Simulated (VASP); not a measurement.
The system is CuI.

```
I Cu
1.0
     0.00000    3.03150    3.03150
     3.03150    0.00000    3.03150
     3.03150    3.03150    0.00000
I Cu
1 1
Direct
  0.00000 0.00000 0.00000
  0.75000 0.75000 0.75000
```

* Program: VASP 6.6.1
* Task: relaxation of cell and atoms
* Functional: PBEsol
* Potentials or basis: VASP PAW PBE potentials, release 64 (I, Cu)
* Cutoff: 600 eV
* k mesh: 8 × 8 × 8
* Occupations: fermi-dirac, width 0.05 eV
* Spin: no spin polarisation

At the start: pressure -2.2 GPa; volume 27.86 Å³/atom.

Question: How do energy, volume and symmetry change on relaxing?

Answer: Over 6 steps the energy falls by 13.3 meV/atom and the volume is 26.30 Å³/atom (-5.6 %); space group F-43m (No. 216, to 0.1 Å) before and after.

Step by step:
```tsv
step	energy change (eV)	largest force (eV/Å)	pressure (GPa)	volume (Å³)
1	0.0000	0.0000	-2.16	55.72
2	-0.0264	0.0000	-0.15	52.75
3	-0.0265	0.0000	-0.12	52.63
4	-0.0265	0.0000	-0.12	52.62
5	-0.0266	0.0000	-0.09	52.60
6	-0.0266	0.0000	-0.02	52.60
```

Final structure:
```cif
data_structure
_symmetry_space_group_name_H-M 'P 1'
_symmetry_Int_Tables_number 1
_cell_length_a 4.2056
_cell_length_b 4.2056
_cell_length_c 4.2056
_cell_angle_alpha 60.000
_cell_angle_beta 60.000
_cell_angle_gamma 60.000
_cell_volume 52.60
loop_
_atom_site_label
_atom_site_type_symbol
_atom_site_fract_x
_atom_site_fract_y
_atom_site_fract_z
_atom_site_occupancy
I1 I 0.00000 0.00000 0.00000 1
Cu1 Cu 0.75000 0.75000 0.75000 1
```

Caveat: the PAW data sets were made with another functional, which shifts forces and pressure a little.
